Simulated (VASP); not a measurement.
# AlAs (F-43m) in VASP: notebook

The runs below take AlAs through single point, with PBE.

All numbers are computed with VASP 6.6.1; they aren't measurements. Logs are shortened: lines on timing, memory, paths and dates and some standing lists are left out, and cuts for length are marked.

### Step 1. The cell of the first run

Symmetry: F-43m, No. 216, cubic system. Conventional cell: a = 5.670 Å, b = 5.670 Å, c = 5.670 Å, α = 90.00°, β = 90.00°, γ = 90.00°. Within 3.2 Å of Al (site symmetry -43m) lie 4 As at 2.46 Å. As (site symmetry -43m) has 4 Al at 2.46 Å within 3.2 Å.

### Step 2. Single point, PBE (22.78 Å³/atom)

The input, INCAR:

```
  PREC = Accurate
  ENCUT = 500
  EDIFF = 1E-6
  ISMEAR = 0
  SIGMA = 0.02
  LREAL = False
  LASPH = True
  NELM = 120
  ALGO = Normal
  ISIF = 2
  LWAVE = False
  LCHARG = False
  GGA = PE
  NBANDS = 11
  GGA_COMPAT = False
```

The input, KPOINTS:

```
Automatic mesh
0
Gamma
  8 8 8
```

The input, POSCAR:

```
AlAs
1.0
    0.0000000000      2.8348772930      2.8348772930
    2.8348772930      0.0000000000      2.8348772930
    2.8348772930      2.8348772930      0.0000000000
Al As
1 1
Direct
    0.0000000000      0.0000000000      0.0000000000
    0.2500000000      0.2500000000      0.2500000000
```

Potentials or basis: VASP PAW PBE potentials, release 64 (Al, As).

On the command line:

```bash
$ cat potpaw_PBE.64/Al/POTCAR potpaw_PBE.64/As/POTCAR > POTCAR
$ mpirun -np 1 vasp_std > vasp.out
```

OUTCAR:

```text
PREC = Accurate
   ENCUT = 500
   EDIFF = 1E-6
   ISMEAR = 0
   LREAL = False
   LASPH = True
   NELM = 120
   ISIF = 2
   GGA = PE

 ion  position               nearest neighbor table
   1  0.000  0.000  0.000-   2 2.46   2 2.46   2 2.46   2 2.46
   2  0.250  0.250  0.250-   1 2.46   1 2.46   1 2.46   1 2.46

  LATTYP: Found a face centered cubic cell.
 ALAT       =     5.6697545860

  Lattice vectors:

 A1 = (   0.0000000000,   2.8348772930,   2.8348772930)
 A2 = (   2.8348772930,   0.0000000000,   2.8348772930)
 A3 = (   2.8348772930,   2.8348772930,   0.0000000000)

Analysis of symmetry for initial positions (statically):
=====================================================================
 Subroutine PRICEL returns:
 Original cell was already a primitive cell.

 Routine SETGRP: Setting up the symmetry group for a
 face centered cubic supercell.

 Subroutine GETGRP returns: Found 24 space group operations
 (whereof 24 operations were pure point group operations)
 out of a pool of 48 trial point group operations.

The static configuration has the point symmetry T_d .

Analysis of symmetry for dynamics (positions and initial velocities):
=====================================================================
 Subroutine PRICEL returns:
 Original cell was already a primitive cell.

 Routine SETGRP: Setting up the symmetry group for a
 face centered cubic supercell.

 Subroutine GETGRP returns: Found 24 space group operations
 (whereof 24 operations were pure point group operations)
 out of a pool of 48 trial point group operations.

The dynamic configuration has the point symmetry T_d .

 Subroutine INISYM returns: Found 24 space group operations
 (whereof 24 operations are pure point group operations),
 and found     1 'primitive' translations

----------------------------------------------------------------------------------------

                                     Primitive cell

  volume of cell :      45.5651

  direct lattice vectors                    reciprocal lattice vectors
     0.000000000  2.834877293  2.834877293    -0.176374477  0.176374477  0.176374477
     2.834877293  0.000000000  2.834877293     0.176374477 -0.176374477  0.176374477
     2.834877293  2.834877293  0.000000000     0.176374477  0.176374477 -0.176374477

  length of vectors
     4.009121915  4.009121915  4.009121915     0.305489555  0.305489555  0.305489555

  position of ions in fractional coordinates (direct lattice)
     0.000000000  0.000000000  0.000000000
     0.250000000  0.250000000  0.250000000

  ion indices of the primitive-cell ions
   primitive index   ion index
                 1           1
                 2           2

----------------------------------------------------------------------------------------

 KPOINTS: Automatic mesh

Automatic generation of k-mesh.
 Grid dimensions read from file:
 generate k-points for:    8    8    8

 Generating k-lattice:

  Cartesian coordinates                     Fractional coordinates (reciprocal lattice)
    -0.022046810  0.022046810  0.022046810     0.125000000  0.000000000  0.000000000
     0.022046810 -0.022046810  0.022046810     0.000000000  0.125000000  0.000000000
     0.022046810  0.022046810 -0.022046810     0.000000000  0.000000000  0.125000000

  Length of vectors
     0.038186194  0.038186194  0.038186194

  Shift w.r.t. Gamma in fractional coordinates (k-lattice)
     0.000000000  0.000000000  0.000000000

 Subroutine IBZKPT returns following result:
 ===========================================

 Found     29 irreducible k-points:

 Following reciprocal coordinates:
            Coordinates               Weight
  0.000000  0.000000  0.000000      1.000000
  0.125000  0.000000  0.000000      8.000000
  0.250000  0.000000  0.000000      8.000000
  0.375000  0.000000  0.000000      8.000000
  0.500000  0.000000  0.000000      4.000000
  0.125000  0.125000  0.000000      6.000000
[... 16 lines left out ...]
  0.500000  0.250000  0.125000     48.000000
 -0.375000  0.250000  0.125000     24.000000
 [... further k-points ...]
   k-points           NKPTS =     29   k-points in BZ     NKDIM =     29   number of bands    NBANDS=     11
   number of dos      NEDOS =    301   number of ions     NIONS =      2
   total plane-waves  NPLWV =  27000
   dimension x,y,z NGX =    30 NGY =   30 NGZ =   30
   dimension x,y,z NGXF=    60 NGYF=   60 NGZF=   60
   ions per type =               1   1
   NGX,Y,Z   is equivalent  to a cutoff of  12.44, 12.44, 12.44 a.u.
   NGXF,Y,Z  is equivalent  to a cutoff of  24.88, 24.88, 24.88 a.u.
 SYSTEM =  unknown system
   PREC   = accura    normal or accurate (medium, high low for compatibility)
   ISTART =      0    job   : 0-new  1-cont  2-samecut
   ICHARG =      2    charge: 1-file 2-atom 10-const
   ISPIN  =      1    spin polarized calculation?
   LNONCOLLINEAR =      F non collinear calculations
   LSORBIT =      F    spin-orbit coupling
   LASPH  =      T    aspherical Exc in radial PAW
   ENCUT  =  500.0 eV  36.75 Ry    6.06 a.u.   7.31  7.31  7.31*2*pi/ulx,y,z
   NELM   =    120;   NELMIN=  2; NELMDL= -5     # of ELM steps
   EDIFF  = 0.1E-05   stopping-criterion for ELM
   LREAL  =      F    real-space projection
   EDIFFG = 0.1E-04   stopping-criterion for IOM
   NSW    =      0    number of steps for IOM
   IBRION =     -1    ionic relax: 0-MD 1-quasi-New 2-CG
   NFREE  =      0    steps in history (QN), initial steepest desc. (CG)
   ISIF   =      2    stress and relaxation
   ISYM   =      2    0-nonsym 1-usesym 2-fastsym
   POTIM  = 0.5000    time-step for ionic-motion
   TEBEG  =    0.0;   TEEND  =   0.0 temperature during run
   PSTRESS=    0.0 pullay stress
   NELECT =       8.0000    total number of electrons
   NUPDOWN=      -1.0000    fix difference up-down
   EMIN   =  10.00;   EMAX   =-10.00  energy-range for DOS
   EFERMI =   0.00;   METHOD = LEGACY
   ISMEAR =     0;   SIGMA  =   0.02  broadening in eV -4-tet -1-fermi 0-gaus
   EFERMI_NEDOS =   21; number of points for ismear=-14 and -15
   IALGO  =     38    algorithm
   IMIX   =      4    mixing-type and parameters
     AMIX     =   0.40;   BMIX     =  1.00
     AMIX_MAG =   1.60;   BMIX_MAG =  1.00
  volume/ion in A,a.u.               =      22.78       153.74
  Fermi-wavevector in a.u.,A,eV,Ry     =   0.916700  1.732312 11.433505  0.840339
  Thomas-Fermi vector in A             =   2.041585
   LORBIT       =      0    0 simple, 1 ext, 2 COOP (PROOUT), +10 PAW based schemes
   GGA     = PE    functional components
   LHFCALC =     F    Hartree Fock is set to
   AEXX    =    0.0000 exact exchange contribution
   IVDW    =     0    specifies the selected vdW correction
   LEPSILON=     F    determine dielectric tensor
   LRPA    =     F    only Hartree local field effects (RPA)
 non-spin polarized calculation
 Gauss-broadening in eV      SIGMA  =   0.02
  energy-cutoff  :      500.00
  volume of cell :       45.57
 maximum number of plane-waves:      1174
 NGX is ok and might be reduce to    30
   NGX = 15   NGY = 15   NGZ = 15

 number of electron       8.0000000 magnetization

 Free energy of the ion-electron system (eV)
  ---------------------------------------------------
  ext. energy  EPLUGINS =         0.00000000
  ---------------------------------------------------
  free energy    TOTEN  =        -9.37685481 eV

  energy without entropy =       -9.37685481  energy(sigma->0) =       -9.37685481

 E-fermi :   3.9808     XC(G=0):  -9.0232

 val. band max:        3.8491950847   @ k =   0.0000   0.0000   0.0000
 cond. band min:       5.2921280592   @ k =   0.5000   0.5000   0.0000
 fundamental gap:      1.4429329745
 Fermi energy:         3.9808223839

 k-point     1 :       0.0000    0.0000    0.0000
  band No.  band energies     occupation
      1      -7.9891      2.00000
      2       3.8492      2.00000
      3       3.8492      2.00000
      4       3.8492      2.00000
      5       5.8726      0.00000
      6       8.1283      0.00000
      7       8.1283      0.00000
      8       8.1283      0.00000
      9      12.6945      0.00000
     10      12.8513      0.00000
     11      12.8513      0.00000

 k-point     2 :       0.1250    0.0000    0.0000
  band No.  band energies     occupation
      1      -7.8371      2.00000
      2       2.4239      2.00000
      3       3.6887      2.00000
      4       3.6887      2.00000
      5       6.6213      0.00000
      6       8.4093      0.00000
      7       8.4093      0.00000
      8       8.5308      0.00000
      9      12.2516      0.00000
     10      12.2516      0.00000
     11      13.4147      0.00000

 k-point     3 :       0.2500    0.0000    0.0000
  band No.  band energies     occupation
      1      -7.4153      2.00000
      2       0.4723      2.00000
      3       3.3720      2.00000
      4       3.3720      2.00000
      5       6.4473      0.00000
      6       8.7515      0.00000
      7       8.7515      0.00000
      8      10.2764      0.00000
      9      12.1478      0.00000
     10      12.1478      0.00000
     11      13.2331      0.00000

 k-point     4 :       0.3750    0.0000    0.0000
  band No.  band energies     occupation
      1      -6.8700      2.00000
      2      -1.0694      2.00000
      3       3.1190      2.00000
      4       3.1190      2.00000
      5       6.1043      0.00000
      6       8.6408      0.00000
      7       8.6408      0.00000
      8      11.5489      0.00000
      9      13.4394      0.00000
     10      13.4394      0.00000
     11      13.5609      0.00000
[... 239 lines left out ...]
 k-point    22 :       0.3750    0.2500    0.1250
  band No.  band energies     occupation
      1      -7.0624      2.00000
      2       0.0930      2.00000
      3       1.9047      2.00000
      4       2.8771      2.00000
      5       7.4384      0.00000
      6       8.1054      0.00000
      7       9.1469      0.00000
      8      10.3609      0.00000
      9      12.0096      0.00000
     10      14.2698      0.00000
     11      15.8537      0.00000

 k-point    23 :       0.5000    0.2500    0.1250
  band No.  band energies     occupation
      1      -6.5717      2.00000
      2      -0.9171      2.00000
      3       1.3214      2.00000
      4       2.4972      2.00000
      5       7.5209      0.00000
      6       8.3007      0.00000
      7       9.6243      0.00000
      8      10.7010      0.00000
      9      13.1727      0.00000
     10      14.3806      0.00000
     11      16.0041      0.00000

 k-point    24 :      -0.3750    0.2500    0.1250
  band No.  band energies     occupation
      1      -6.3183      2.00000
      2      -1.3952      2.00000
      3       1.1707      2.00000
      4       2.3149      2.00000
      5       7.5079      0.00000
      6       8.0895      0.00000
      7      10.5111      0.00000
      8      11.4746      0.00000
      9      12.1904      0.00000
     10      14.8425      0.00000
     11      16.1204      0.00000

 [... further k-points ...]

------------------------ aborting loop because EDIFF is reached ----------------------------------------

  FORCE on cell =-STRESS in cart. coord.  units (eV):
  Direction    XX          YY          ZZ          XY          YZ          ZX
  --------------------------------------------------------------------------------------
  -------------------------------------------------------------------------------------
  Total        0.6830372      0.6830372      0.6830372      0.0000000     -0.0000000      0.0000000
  in kB       24.0171887     24.0171887     24.0171887      0.0000000     -0.0000000      0.0000000
  external PRESSURE =      24.0171887 kB  Pullay stress =       0.0000000 kB

 VOLUME and BASIS-vectors are now :
 -----------------------------------------------------------------------------
  energy-cutoff  :      500.00
  volume of cell :       45.57
      direct lattice vectors                 reciprocal lattice vectors
     0.000000000  2.834877293  2.834877293    -0.176374477  0.176374477  0.176374477
     2.834877293  0.000000000  2.834877293     0.176374477 -0.176374477  0.176374477
     2.834877293  2.834877293  0.000000000     0.176374477  0.176374477 -0.176374477

 POSITION                                       TOTAL-FORCE (eV/Angst)
 -----------------------------------------------------------------------------------
      0.00000      0.00000      0.00000         0.000000     -0.000000      0.000000
      1.41744      1.41744      1.41744        -0.000000      0.000000     -0.000000
 -----------------------------------------------------------------------------------
    total drift:                               -0.000000     -0.000000     -0.000000

  FREE ENERGIE OF THE ION-ELECTRON SYSTEM (eV)
  ---------------------------------------------------
  free  energy   TOTEN  =        -9.3768548060 eV

  energy  without entropy=       -9.3768548060  energy(sigma->0) =       -9.37685481
```

Wall time 19 s (1 thread of Intel Xeon 8259CL, shared host); peak memory 0.17 GiB.

What came out:

| Quantity | Value |
| --- | --- |
| Free energy | -9.3769 eV |
| Pressure | 2.4 GPa |
| Band gap on the k mesh | 1.44 eV (least direct gap 2.02 eV) |

A k mesh can miss the band edges. As with any semilocal functional, this PBE gap is likely too small.

(Continued in part 2 of 2.)
